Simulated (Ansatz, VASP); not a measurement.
**Two plane-wave programs on MgSeS4**

```
Mg Se S
1.0
     0.00000    3.81284    3.81284
     3.81284    0.00000    3.81284
     3.81284    3.81284    0.00000
Mg Se S
1 1 4
Cartesian
  5.7193 5.7193 5.7193
  0.0000 0.0000 0.0000
  2.8521 4.7735 4.7735
  2.8521 2.8521 2.8521
  4.7735 2.8521 4.7735
  4.7735 4.7735 2.8521
```

Change from the starting cell: species swapped into the YbCdCu4 type (F-43m, No. 216).

Alike in both runs: functional PBE; k mesh 4 × 4 × 4; occupations gaussian, width 0.1 eV; no spin polarisation.

Ansatz relaxed the structure, and its values are those at the end. VASP's run is a single point on that final structure, the one shown.

```csv
,VASP,Ansatz
version,VASP 6.6.1,Ansatz 0.2.0
potentials or method,"VASP PAW PBE potentials, release 64 (Mg, Se, S), cutoff 520 eV","scalar-relativistic, plane waves, PAW"
valence electrons in the cell,32,50
```

VASP gave:

- gap on the k mesh at the Fermi level (eV): none
- pressure (GPa): -0.3
- rms of the force components (eV/Å): 0.020

Which values does Ansatz return?

gap on the k mesh at the Fermi level (eV): none; pressure (GPa): -0.1; rms of the force components (eV/Å): 0.022.

A gap of «none» marks a metal or a gap that the smearing closes. VASP's potentials hold 32 valence electrons a cell and Ansatz's 50, so a difference there can come from the potentials and not from the codes.
